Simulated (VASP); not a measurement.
# C (Fd-3m) in VASP: further runs

C is run at these levels: PBE+D3(BJ); tasks: single point, relaxation of cell and atoms.

Everything below comes from runs of VASP 6.6.1. Logs are shortened: lines on timing, memory, paths and dates and some standing lists are left out, and cuts for length are marked.

### 1 The cell of the first run

Symmetry: Fd-3m, No. 227, cubic system. Conventional cell: a = 3.567 Å, b = 3.567 Å, c = 3.567 Å, α = 90.00°, β = 90.00°, γ = 90.00°. C (site symmetry -43m) has 4 C at 1.54 Å within 2.1 Å.

### 2 Single point, PBE+D3(BJ)

Contents of INCAR:

```
PREC = Accurate
ENCUT = 520
EDIFF = 1E-6
ISMEAR = 0
SIGMA = 0.1
LREAL = F
LASPH = T
NELM = 80
ALGO = Normal
ISIF = 2
LWAVE = F
LCHARG = F
GGA = PE
IVDW = 12
NBANDS = 11
```

Contents of KPOINTS:

```
regular mesh
0
Gamma
  8 8 8
```

Contents of POSCAR:

```
C
1.0
    0.0000000000      1.7834000000      1.7834000000
    1.7834000000      0.0000000000      1.7834000000
    1.7834000000      1.7834000000      0.0000000000
C
2
Direct
    0.5000000000      0.5000000000      0.5000000000
    0.7500000000      0.7500000000      0.7500000000
```

Potentials or basis: VASP PAW PBE potentials, release 64 (C).

The run is started by

```bash
$ cat potpaw_PBE.64/C/POTCAR > POTCAR
$ mpirun -np 1 vasp_std > vasp.out
```

OUTCAR:

```text
PREC = Accurate
   ENCUT = 520
   EDIFF = 1E-6
   ISMEAR = 0
   LREAL = F
   LASPH = T
   NELM = 80
   ISIF = 2
   GGA = PE
   IVDW = 12
 IVDW          = 12

 ion  position               nearest neighbor table
   1  0.500  0.500  0.500-   2 1.54   2 1.54   2 1.54   2 1.54
   2  0.750  0.750  0.750-   1 1.54   1 1.54   1 1.54   1 1.54

  LATTYP: Found a face centered cubic cell.
 ALAT       =     3.5668000000

  Lattice vectors:

 A1 = (   0.0000000000,   1.7834000000,   1.7834000000)
 A2 = (   1.7834000000,   0.0000000000,   1.7834000000)
 A3 = (   1.7834000000,   1.7834000000,   0.0000000000)

Analysis of symmetry for initial positions (statically):
=====================================================================
 Subroutine PRICEL returns:
 Original cell was already a primitive cell.

 Routine SETGRP: Setting up the symmetry group for a
 face centered cubic supercell.

 Subroutine GETGRP returns: Found 48 space group operations
 (whereof 24 operations were pure point group operations)
 out of a pool of 48 trial point group operations.

The static configuration has the point symmetry T_d .
 The point group associated with its full space group is O_h .

Analysis of symmetry for dynamics (positions and initial velocities):
=====================================================================
 Subroutine PRICEL returns:
 Original cell was already a primitive cell.

 Routine SETGRP: Setting up the symmetry group for a
 face centered cubic supercell.

 Subroutine GETGRP returns: Found 48 space group operations
 (whereof 24 operations were pure point group operations)
 out of a pool of 48 trial point group operations.

The dynamic configuration has the point symmetry T_d .
 The point group associated with its full space group is O_h .

 Subroutine INISYM returns: Found 48 space group operations
 (whereof 24 operations are pure point group operations),
 and found     1 'primitive' translations

----------------------------------------------------------------------------------------

                                     Primitive cell

  volume of cell :      11.3443

  direct lattice vectors                    reciprocal lattice vectors
     0.000000000  1.783400000  1.783400000    -0.280363351  0.280363351  0.280363351
     1.783400000  0.000000000  1.783400000     0.280363351 -0.280363351  0.280363351
     1.783400000  1.783400000  0.000000000     0.280363351  0.280363351 -0.280363351

  length of vectors
     2.522108467  2.522108467  2.522108467     0.485603568  0.485603568  0.485603568

  position of ions in fractional coordinates (direct lattice)
     0.500000000  0.500000000  0.500000000
     0.750000000  0.750000000  0.750000000

  ion indices of the primitive-cell ions
   primitive index   ion index
                 1           1
                 2           2

----------------------------------------------------------------------------------------

 KPOINTS: regular mesh

Automatic generation of k-mesh.
 Grid dimensions read from file:
 generate k-points for:    8    8    8

 Generating k-lattice:

  Cartesian coordinates                     Fractional coordinates (reciprocal lattice)
    -0.035045419  0.035045419  0.035045419     0.125000000  0.000000000  0.000000000
     0.035045419 -0.035045419  0.035045419     0.000000000  0.125000000  0.000000000
     0.035045419  0.035045419 -0.035045419     0.000000000  0.000000000  0.125000000

  Length of vectors
     0.060700446  0.060700446  0.060700446

  Shift w.r.t. Gamma in fractional coordinates (k-lattice)
     0.000000000  0.000000000  0.000000000

 Subroutine IBZKPT returns following result:
 ===========================================

 Found     29 irreducible k-points:

 Following reciprocal coordinates:
            Coordinates               Weight
  0.000000  0.000000  0.000000      1.000000
  0.125000  0.000000  0.000000      8.000000
  0.250000  0.000000  0.000000      8.000000
  0.375000  0.000000  0.000000      8.000000
  0.500000  0.000000  0.000000      4.000000
  0.125000  0.125000  0.000000      6.000000
[... 16 lines left out ...]
  0.500000  0.250000  0.125000     48.000000
 -0.375000  0.250000  0.125000     24.000000
 [... further k-points ...]
   k-points           NKPTS =     29   k-points in BZ     NKDIM =     29   number of bands    NBANDS=     11
   number of dos      NEDOS =    301   number of ions     NIONS =      2
   total plane-waves  NPLWV =   8000
   dimension x,y,z NGX =    20 NGY =   20 NGZ =   20
   dimension x,y,z NGXF=    40 NGYF=   40 NGZF=   40
   ions per type =               2
   NGX,Y,Z   is equivalent  to a cutoff of  13.18, 13.18, 13.18 a.u.
   NGXF,Y,Z  is equivalent  to a cutoff of  26.37, 26.37, 26.37 a.u.
 SYSTEM =  unknown system
   PREC   = accura    normal or accurate (medium, high low for compatibility)
   ISTART =      0    job   : 0-new  1-cont  2-samecut
   ICHARG =      2    charge: 1-file 2-atom 10-const
   ISPIN  =      1    spin polarized calculation?
   LNONCOLLINEAR =      F non collinear calculations
   LSORBIT =      F    spin-orbit coupling
   LASPH  =      T    aspherical Exc in radial PAW
   ENCUT  =  520.0 eV  38.22 Ry    6.18 a.u.   4.69  4.69  4.69*2*pi/ulx,y,z
   NELM   =     80;   NELMIN=  2; NELMDL= -5     # of ELM steps
   EDIFF  = 0.1E-05   stopping-criterion for ELM
   LREAL  =      F    real-space projection
   EDIFFG = 0.1E-04   stopping-criterion for IOM
   NSW    =      0    number of steps for IOM
   IBRION =     -1    ionic relax: 0-MD 1-quasi-New 2-CG
   NFREE  =      0    steps in history (QN), initial steepest desc. (CG)
   ISIF   =      2    stress and relaxation
   ISYM   =      2    0-nonsym 1-usesym 2-fastsym
   POTIM  = 0.5000    time-step for ionic-motion
   TEBEG  =    0.0;   TEEND  =   0.0 temperature during run
   PSTRESS=    0.0 pullay stress
   NELECT =       8.0000    total number of electrons
   NUPDOWN=      -1.0000    fix difference up-down
   EMIN   =  10.00;   EMAX   =-10.00  energy-range for DOS
   EFERMI =   0.00;   METHOD = LEGACY
   ISMEAR =     0;   SIGMA  =   0.10  broadening in eV -4-tet -1-fermi 0-gaus
   EFERMI_NEDOS =   21; number of points for ismear=-14 and -15
   IALGO  =     38    algorithm
   IMIX   =      4    mixing-type and parameters
     AMIX     =   0.40;   BMIX     =  1.00
     AMIX_MAG =   1.60;   BMIX_MAG =  1.00
  volume/ion in A,a.u.               =       5.67        38.28
  Fermi-wavevector in a.u.,A,eV,Ry     =   1.457178  2.753668 28.890189  2.123369
  Thomas-Fermi vector in A             =   2.574010
   LORBIT       =      0    0 simple, 1 ext, 2 COOP (PROOUT), +10 PAW based schemes
   GGA     = PE    functional components
   LHFCALC =     F    Hartree Fock is set to
   AEXX    =    0.0000 exact exchange contribution
   IVDW    =    12    specifies the selected vdW correction
   LEPSILON=     F    determine dielectric tensor
   LRPA    =     F    only Hartree local field effects (RPA)
 non-spin polarized calculation
 Gauss-broadening in eV      SIGMA  =   0.10
  energy-cutoff  :      520.00
  volume of cell :       11.34
 maximum number of plane-waves:       314
   NGX =  9   NGY =  9   NGZ =  9

 number of electron       7.9999999 magnetization

 Free energy of the ion-electron system (eV)
  ---------------------------------------------------
  ext. energy  EPLUGINS =         0.00000000
  ---------------------------------------------------
  free energy    TOTEN  =       -18.18445173 eV

  energy without entropy =      -18.18445173  energy(sigma->0) =      -18.18445173

 E-fermi :  10.1551     XC(G=0): -13.2505

 val. band max:        9.7297782717   @ k =   0.0000   0.0000   0.0000
 cond. band min:      13.8618607461   @ k =   0.3750   0.3750   0.0000
 fundamental gap:      4.1320824744
 Fermi energy:        10.1550676492

 k-point     1 :       0.0000    0.0000    0.0000
  band No.  band energies     occupation
      1     -11.7471      2.00000
      2       9.7298      2.00000
      3       9.7298      2.00000
      4       9.7298      2.00000
      5      15.3194      0.00000
      6      15.3194      0.00000
      7      15.3194      0.00000
      8      23.0606      0.00000
      9      29.0228      0.00000
     10      36.2633      0.00000
     11      36.2634      0.00000

 k-point     2 :       0.1250    0.0000    0.0000
  band No.  band energies     occupation
      1     -11.3148      2.00000
      2       7.3148      2.00000
      3       9.0773      2.00000
      4       9.0773      2.00000
      5      16.1780      0.00000
      6      16.1780      0.00000
      7      16.6050      0.00000
      8      23.4287      0.00000
      9      29.6736      0.00000
     10      33.2080      0.00000
     11      33.2080      0.00000

 k-point     3 :       0.2500    0.0000    0.0000
  band No.  band energies     occupation
      1     -10.0315      2.00000
      2       3.1387      2.00000
      3       7.9841      2.00000
      4       7.9841      2.00000
      5      17.5185      0.00000
      6      17.5185      0.00000
      7      17.8748      0.00000
      8      24.3662      0.00000
      9      30.4418      0.00000
     10      32.1256      0.00000
     11      32.1256      0.00000
[... 267 lines left out ...]
 k-point    23 :       0.5000    0.2500    0.1250
  band No.  band energies     occupation
      1      -6.8803      2.00000
      2      -0.1153      2.00000
      3       3.4517      2.00000
      4       5.6488      2.00000
      5      17.6965      0.00000
      6      19.3664      0.00000
      7      22.1240      0.00000
      8      23.0762      0.00000
      9      29.9149      0.00000
     10      32.0484      0.00000
     11      35.8796      0.00000

 k-point    24 :      -0.3750    0.2500    0.1250
  band No.  band energies     occupation
      1      -4.9602      2.00000
      2      -2.6326      2.00000
      3       3.4172      2.00000
      4       5.0422      2.00000
      5      18.0286      0.00000
      6      19.1780      0.00000
      7      22.7824      0.00000
      8      24.5970      0.00000
      9      28.0553      0.00000
     10      33.6461      0.00000
     11      36.0657      0.00000

 [... further k-points ...]

------------------------ aborting loop because EDIFF is reached ----------------------------------------

 Edisp (eV)   -0.38258

 E8    (eV) :    -0.1101

  FORCE on cell =-STRESS in cart. coord.  units (eV):
  Direction    XX          YY          ZZ          XY          YZ          ZX
  --------------------------------------------------------------------------------------
  -------------------------------------------------------------------------------------
  Total      -0.20840    -0.20840    -0.20840    -0.00000     0.00000     0.00000
  in kB     -29.43248   -29.43248   -29.43248    -0.00000     0.00000     0.00000
  external pressure =      -29.43 kB  Pullay stress =        0.00 kB

 VOLUME and BASIS-vectors are now :
 -----------------------------------------------------------------------------
  energy-cutoff  :      520.00
  volume of cell :       11.34
      direct lattice vectors                 reciprocal lattice vectors
     0.000000000  1.783400000  1.783400000    -0.280363351  0.280363351  0.280363351
     1.783400000  0.000000000  1.783400000     0.280363351 -0.280363351  0.280363351
     1.783400000  1.783400000  0.000000000     0.280363351  0.280363351 -0.280363351

 POSITION                                       TOTAL-FORCE (eV/Angst)
 -----------------------------------------------------------------------------------
      1.78340      1.78340      1.78340        -0.000000     -0.000000     -0.000000
      2.67510      2.67510      2.67510         0.000000      0.000000      0.000000
 -----------------------------------------------------------------------------------
    total drift:                                0.000000     -0.000000      0.000000

  FREE ENERGIE OF THE ION-ELECTRON SYSTEM (eV)
  ---------------------------------------------------
  free  energy   TOTEN  =       -18.5670329538 eV

  energy  without entropy=      -18.5670329538  energy(sigma->0) =      -18.56703295
```

Run time: 2.1 s. Hardware: 1 thread of Intel Xeon 6975P-C (Granite Rapids), shared host; peak memory 0.13 GiB.

Results:

| Item | Value |
| --- | --- |
| Free energy | -18.5670 eV |
| Pressure | -2.9 GPa |
| Band gap on the k mesh | 4.13 eV, indirect (least direct gap 5.59 eV) |
| Dispersion energy per atom | -0.191 eV |

### 3 Single point, PBE+D3(BJ)

This run uses another cell than the first one, of 5.62 Å³/atom, 0.992 times its volume.

Contents of INCAR:

```
SYSTEM = C
PREC = Accurate
ENCUT = 520
EDIFF = 1E-6
ISMEAR = 0
SIGMA = 0.02
LREAL = .FALSE.
LASPH = .TRUE.
NELM = 80
ALGO = Normal
ISIF = 2
LWAVE = .FALSE.
LCHARG = .FALSE.
GGA = PE
IVDW = 12
NBANDS = 11
```

Contents of KPOINTS:

```
regular mesh
0
G
  12 12 12
  0 0 0
```

Contents of POSCAR:

```
C
1.0
    0.0000000000      1.7784442586      1.7784442586
    1.7784442586      0.0000000000      1.7784442586
    1.7784442586      1.7784442586      0.0000000000
C
2
Direct
    0.5000000000      0.5000000000      0.5000000000
    0.7500000000      0.7500000000      0.7500000000
```

Potentials or basis: VASP PAW PBE potentials, release 64 (C).

The run is started by

```bash
$ cat potpaw_PBE.64/C/POTCAR > POTCAR
$ mpirun -np 1 vasp_std > vasp.out
```

It took 4.1 s on 1 thread of Intel Xeon 6975P-C (Granite Rapids), shared host; peak memory 0.13 GiB.

The run converged. Its results:

```
Free energy                : -18.5684 eV
Pressure                   : 0.7 GPa
Band gap on the k mesh     : 4.17 eV, indirect (least direct gap 5.61 eV)
Dispersion energy per atom : -0.193 eV
```

Levels at points of the mesh, in eV from the valence-band top:
| k point | band 1 | band 2 | band 3 | band 4 | band 5 | band 6 | band 7 | band 8 |
| --- | --- | --- | --- | --- | --- | --- | --- | --- |
| (0.00, 0.00, 0.00) | -21.59 | 0.00 | 0.00 | 0.00 | 5.61 | 5.61 | 5.61 | 13.52 |
| (0.50, 0.00, 0.00) | -15.77 | -13.46 | -2.82 | -2.82 | 8.49 | 8.49 | 8.96 | 15.77 |
| (0.50, 0.50, 0.00) | -12.82 | -12.82 | -6.35 | -6.35 | 4.78 | 4.78 | 16.94 | 16.94 |

A k mesh can miss the band edges.

(Continued in part 2 of 2.)
